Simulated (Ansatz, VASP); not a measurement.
**Ga2BSb3: VASP beside Ansatz**

```
CELL_PARAMETERS angstrom
9.43713 0.00000 0.00000
-4.71856 8.17279 0.00000
0.00000 0.00000 2.87033
ATOMIC_POSITIONS crystal
Ga 0.33333 0.66667 0.50000
Ga 0.66667 0.33333 0.50000
B 0.00000 0.00000 0.50000
Sb 0.50000 0.00000 0.50000
Sb 0.00000 0.50000 0.50000
Sb 0.50000 0.50000 0.50000
```

Alike in both runs: task relaxation of cell and atoms; functional PBE; k mesh 6 × 6 × 14; occupations gaussian, width 0.1 eV; no spin polarisation.

|  | VASP | Ansatz |
| --- | --- | --- |
| version | VASP 6.6.1 | Ansatz 0.2.0 |
| potentials or method | VASP PAW PBE potentials, release 64 (Ga_d, B, Sb), cutoff 600 eV | scalar-relativistic, plane waves, PAW |
| valence electrons in the cell | 44 | 74 |

```csv
,VASP,Ansatz,Ansatz less VASP
"gap on the k mesh at the Fermi level, each at its own relaxed structure (eV)",none,none,-
relaxed volume (Å³/atom),37.46,37.41,-0.044
relaxed length of the cell vector where the two differ most in proportion (Å),9.483,9.478,-0.0043
```

A gap of «none» marks a metal or a gap that the smearing closes. VASP's potentials hold 44 valence electrons a cell and Ansatz's 74, so a difference there can come from the potentials and not from the codes.

Spin-orbit coupling is off throughout.
